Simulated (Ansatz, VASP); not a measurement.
# Two plane-wave programs on ZnCd2Se3

```
Zn Cd Se
1.0
     4.26289    0.00032   -0.00016
    -2.13116    3.69048    0.00020
    -0.00074    0.00065   21.09435
Zn Cd Se
2 4 6
Direct
  0.00035 0.00052 0.99286
  0.66706 0.33397 0.84015
  0.99943 0.99907 0.33083
  0.99923 0.99947 0.67807
  0.66747 0.33441 0.15732
  0.66650 0.33253 0.50435
  0.00084 0.00114 0.11068
  0.99991 0.99936 0.45746
  0.00032 0.00056 0.80512
  0.66607 0.33241 0.28393
  0.66586 0.33273 0.63096
  0.66697 0.33383 0.95826
```

Change from the starting cell: cell x1, atoms moved at random (sigma 0.1 Å) and cell strained at random (1.5 %), then relaxed without symmetry.

Alike in both runs: functional PBE; k mesh 6 × 6 × 1; occupations gaussian, width 0.1 eV; no spin polarisation.

Ansatz relaxed the structure, and its values are those at the end. VASP's run is a single point on that final structure, the one shown.

```csv
,VASP,Ansatz
version,VASP 6.6.1,Ansatz 0.2.0
potentials or method,"VASP PAW PBE potentials, release 64 (Zn, Cd, Se), cutoff 520 eV","scalar-relativistic, plane waves, PAW"
valence electrons in the cell,108,200
```

Ansatz gave:

| Quantity | Value |
| --- | --- |
| gap on the k mesh at the Fermi level (eV) | 0.58 |
| least direct gap on the mesh (eV) | 0.58 |
| pressure (GPa) | 0.0 |
| rms of the force components (eV/Å) | 0.001 |

What did VASP give for the same quantities?

gap on the k mesh at the Fermi level (eV): 0.57; least direct gap on the mesh (eV): 0.57; pressure (GPa): 0.2; rms of the force components (eV/Å): 0.004.

With one functional, cell and mesh, what is left measures potentials, basis and numerics. VASP's potentials hold 108 valence electrons a cell and Ansatz's 200, so a difference there can come from the potentials and not from the codes.
